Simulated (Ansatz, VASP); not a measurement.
Two plane-wave programs on WS2

```xyz
3
Lattice="1.6101 0.9296 5.4598 -1.6101 0.9296 5.4598 0.0000 -1.8592 5.4598" Properties=species:S:1:pos:R:3 pbc="T T T"
W     0.0000    0.0000   16.3686
S     0.0000    0.0000   12.3300
S     0.0000    0.0000    9.4865
```

Alike in both runs: task single point; functional PBE; dispersion D3(BJ); k mesh 12 × 12 × 12; occupations gaussian, width 0.05 eV; no spin polarisation.

|  | VASP | Ansatz |
| --- | --- | --- |
| version | VASP 6.6.1 | Ansatz 0.2.0 |
| potentials or method | VASP PAW PBE potentials, release 64 (W_sv, S), cutoff 520 eV | scalar-relativistic, plane waves, PAW |
| valence electrons in the cell | 26 | 26 |

```csv
,VASP,Ansatz,Ansatz less VASP
gap on the k mesh at the Fermi level (eV),none,none,-
pressure (GPa),13.5,13.5,+0.06
"traceless stress, the component that is largest in VASP (GPa)",15.88,15.80,-0.080
rms of the force components (eV/Å),1.269,1.268,-0.0014
```

Atom by atom the forces differ by 0.001 eV/Å (rms over components). A gap of «none» marks a metal or a gap that the smearing closes.

Spin-orbit coupling is off throughout.
